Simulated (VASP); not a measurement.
## KI: single point with PBE

KI:

```xyz
2
Lattice="0.0000 3.5246 3.6655 3.5246 0.0000 3.6655 3.5246 3.5246 0.0000" Properties=species:S:1:pos:R:3 pbc="T T T"
K     0.0000    0.0000    0.0000
I     3.5246    3.5246    3.6655
```

This cell differs from its parent crystal: strain +0.000 along x and y, +0.040 along z.

| Item | Value |
| --- | --- |
| Program | VASP 6.6.1 |
| Task | single point |
| Functional | PBE |
| Potentials or basis | VASP PAW PBE potentials, release 64 (K_sv, I) |
| Cutoff | 520 eV |
| k mesh | 6 × 6 × 6 |
| Occupations | gaussian, width 0.05 eV |
| Spin | no spin polarisation |

The pressure is 0.3 GPa. The band gap on the k mesh is 3.89 eV, direct.

Stress tensor (GPa, compression positive):
```
 0.54  0.00  0.00
 0.00  0.54  0.00
 0.00  0.00 -0.28
```

Levels at points of the mesh, in eV from the valence-band top:
| k point | band 6 | band 7 | band 8 | band 9 | band 10 | band 11 |
| --- | --- | --- | --- | --- | --- | --- |
| (0.00, 0.00, 0.00) | -0.01 | 0.00 | 0.00 | 3.89 | 6.36 | 6.59 |
| (0.50, 0.00, 0.00) | -1.25 | -0.32 | -0.31 | 5.48 | 7.60 | 7.94 |
| (0.50, 0.50, 0.00) | -0.97 | -0.31 | -0.31 | 5.00 | 5.69 | 8.00 |
| (0.50, 0.00, 0.50) | -0.94 | -0.39 | -0.34 | 4.98 | 5.70 | 8.09 |

Run time: 29 s on 1 thread of Intel(R) Xeon(R) Platinum 8488C (Sapphire Rapids) (shared host), peak memory 0.25 GiB.

Caveat: the cell differs from its parent crystal (strain +0.000 along x and y, +0.040 along z); spin-orbit coupling is left out, which moves the levels of the heavy elements.
